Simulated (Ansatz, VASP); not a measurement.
**Mg2Al in VASP and in Ansatz**

```
Mg Al
1.0
     0.00000    3.03542    3.03542
     3.03542    0.00000    3.03542
     3.03542    3.03542    0.00000
Mg Al
2 1
Direct
  0.25000 0.25000 0.25000
  0.75000 0.75000 0.75000
  0.00000 0.00000 0.00000
```

Alike in both runs: task relaxation of cell and atoms; functional PBE; k mesh 6 × 6 × 6; occupations gaussian, width 0.1 eV; no spin polarisation.

|  | VASP | Ansatz |
| --- | --- | --- |
| version | VASP 6.6.1 | Ansatz 0.2.0 |
| potentials or method | VASP PAW PBE potentials, release 64 (Mg, Al), cutoff 600 eV | scalar-relativistic, plane waves, PAW |
| valence electrons in the cell | 7 | 23 |

Ansatz gave:

* gap on the k mesh at the Fermi level, each at its own relaxed structure (eV): none
* relaxed volume (Å³/atom): 24.51
* relaxed cell length with the largest relative difference (Å): 4.702

**Question.** What did VASP give for the same quantities?

**Answer.** gap on the k mesh at the Fermi level, each at its own relaxed structure (eV): none; relaxed volume (Å³/atom): 24.37; relaxed cell length with the largest relative difference (Å): 4.694.

A gap of «none» marks a metal or a gap that the smearing closes. VASP's potentials hold 7 valence electrons a cell and Ansatz's 23, so a difference there can come from the potentials and not from the codes.

Noted on VASP's run: the volume moved by over 15 % at a fixed basis, so the end points are rough.
